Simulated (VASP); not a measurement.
Write the native input for VASP 6.6.1 that does the following.

```yaml
Task: relaxation of cell and atoms
Functional: PBE
Potentials_or_basis: VASP PAW PBE potentials, release 64 (Ti_sv, Cl)
Cutoff: 600 eV
k_mesh: 6 × 6 × 4
Occupations: gaussian, width 0.1 eV
Spin: collinear spin
Starting_moments: "[1.0, 1.0, 0.0] μB"
Dipole_correction: no
Further_INCAR_settings: ALGO = Normal; EDIFF = 1e-06; IBRION = 2; EDIFFG = -0.04; NSW = 90; ISIF = 3
```

The structure of Ti2Cl lies in POSCAR:

```
Ti2Cl
1.0
    4.0161466200      0.0000000000      0.0000000000
   -2.0080733100      3.4780850000      0.0000000000
    0.0000000000      0.0000000000      4.1250907100
Ti Cl
2 1
Direct
    0.3333333300      0.6666666700      0.0000000000
    0.6666666700      0.3333333300      0.0000000000
    0.0000000000      0.0000000000      0.0000000000
```

The cell was built from a structure type or drawn by symmetry, and may not be a known phase.

The input as run:

INCAR

```
SYSTEM = Ti2Cl
ALGO = Normal ; EDIFF = 1E-6
EDIFFG = -0.04 ; ENCUT = 600
GGA = PE ; IBRION = 2
ISIF = 3 ; ISMEAR = 0
ISPIN = 2 ; LASPH = .TRUE.
LCHARG = .FALSE. ; LMAXMIX = 4
LORBIT = 11 ; LREAL = .FALSE.
LWAVE = .FALSE. ; MAGMOM = 1 1 0
NELM = 150 ; NSW = 90
PREC = Accurate ; SIGMA = 0.1
```

KPOINTS

```
k-points
0
G
  6 6 4
  0 0 0
```

Potentials or basis: VASP PAW PBE potentials, release 64 (Ti_sv, Cl).

Run with:

```bash
$ cat potpaw_PBE.64/Ti_sv/POTCAR potpaw_PBE.64/Cl/POTCAR > POTCAR
$ mpirun -np 1 vasp_std > vasp.out
```

It gave:

| Property | Result |
| --- | --- |
| Relaxed volume | 17.95 Å³/atom |
| Relaxed cell | a = 4.649 Å, b = 4.649 Å, c = 2.878 Å, α = 90.00°, β = 90.00°, γ = 120.00° |
| Space group after relaxing (to 0.1 Å) | P6/mmm (No. 191) |
| Energy gained by relaxing | 953.9 meV/atom |
| Ionic steps | 12 |
| Pressure after relaxing | 0.0 GPa |
| Net moment | 0.00 μB per cell |
| Valence electrons inside the program's atomic spheres | Ti 10.26; Cl 5.07 |

Caveat: the k points lie up to 0.55 Å⁻¹ apart in the final cell; a cell axis changed by over 15 % at a fixed basis, so the end point is rough.

It took 12 min on 1 thread of Intel Xeon 8259CL, with other jobs on the host, peak memory 0.25 GiB.
